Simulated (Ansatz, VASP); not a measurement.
Na: VASP beside Ansatz

INCAR

```
PREC = Accurate
ENCUT = 520
EDIFF = 1E-6
ISMEAR = -1
SIGMA = 0.1
LREAL = F
LASPH = T
NELM = 100
ALGO = Normal
ISIF = 2
LWAVE = F
LCHARG = F
GGA = B5
ALDAX = 1.0
AGGAX = 1.0
AGGAC = 1.0
ALDAC = 0.0
NBANDS = 14
```

File KPOINTS:

```
regular mesh
0
Gamma
  8 8 8
```

POSCAR

```
Na
1.0
    0.0000000000      3.9065254549      3.9065254549
    3.9065254549      0.0000000000      3.9065254549
    3.9065254549      3.9065254549      0.0000000000
Na
2
Direct
    0.1250000000      0.1250000000      0.1250000000
    0.8750000000      0.8750000000      0.8750000000
```

Input for Ansatz:

```yaml
crystal:
  lattice:
    - [0.0, 3.9065254549, 3.9065254549]
    - [3.9065254549, 0.0, 3.9065254549]
    - [3.9065254549, 3.9065254549, 0.0]
  atoms:
    - { symbol: Na, position: [0.125, 0.125, 0.125] }
    - { symbol: Na, position: [0.875, 0.875, 0.875] }
hamiltonian:
  xc: blyp
  pseudopotentials:
    kind: paw
    azcp:
      Na: "pseudopotentials/Na.paw.azcp"
basis:
  ecutwfc: 420
  fft_grid_basis: typed
kpoints:
  mp_grid: { grid: [8, 8, 8], shift: [0, 0, 0] }
magnetization:
  spin_polarized: false
scf:
  occupations: { method: fermi_dirac, width: 0.1 }
  lower_state_search: "off"
output:
  stress: true
```

Alike in both runs: task single point; functional BLYP; k mesh 8 × 8 × 8; occupations fermi-dirac, width 0.1 eV; no spin polarisation.

|  | VASP | Ansatz |
| --- | --- | --- |
| version | VASP 6.6.1 | Ansatz 0.2.0 |
| potentials or method | VASP PAW PBE potentials, release 64 (Na_pv), cutoff 520 eV | plane waves (420 eV) with PAW, scalar-relativistic |
| valence electrons in the cell | 14 | 18 |

```tsv
	VASP	Ansatz	Ansatz less VASP
pressure (GPa)	0.1	0.1	+0.01
```

VASP's potentials were made for PBE, not for BLYP. VASP's potentials hold 14 valence electrons a cell and Ansatz's 18, so a difference there can come from the potentials and not from the codes.
